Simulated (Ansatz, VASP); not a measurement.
# In7O in VASP and in Ansatz

```xyz
8
Lattice="3.2873 0.0000 0.0000 -1.6436 2.8469 0.0000 0.0000 0.0000 20.9224" Properties=species:S:1:pos:R:3 pbc="T T T"
In    0.0000    1.8979    1.5500
In    1.6436    0.9490   19.3724
In    1.6436    0.9490   13.3192
In    0.0000    0.0000   10.4612
In    0.0000    1.8979    7.6033
In    1.6436    0.9490    4.7033
In    0.0000    1.8979   16.2191
O     0.0000    0.0000    0.0000
```

Alike in both runs: functional PBE; k mesh 6 × 6 × 1; occupations gaussian, width 0.2 eV; no spin polarisation.

Ansatz relaxed the structure, and its values are those at the end. VASP's run is a single point on that final structure, the one shown.

```csv
,VASP,Ansatz
version,VASP 6.6.1,Ansatz 0.2.0
potentials or method,"VASP PAW PBE potentials, release 64 (In_d, O), cutoff 600 eV","scalar-relativistic, plane waves, PAW"
valence electrons in the cell,97,97
```

Ansatz gave:

| Property | Result |
| --- | --- |
| gap on the k mesh at the Fermi level (eV) | none |
| pressure (GPa) | 0.4 |
| rms of the force components (eV/Å) | 0.003 |

Task: Which values does VASP return?

Result: gap on the k mesh at the Fermi level (eV): none; pressure (GPa): 0.4; rms of the force components (eV/Å): 0.006.

A gap of «none» marks a metal or a gap that the smearing closes. With one functional, cell and mesh, what is left measures potentials, basis and numerics.

The k mesh is coarse, so the values compare programs but aren't converged.
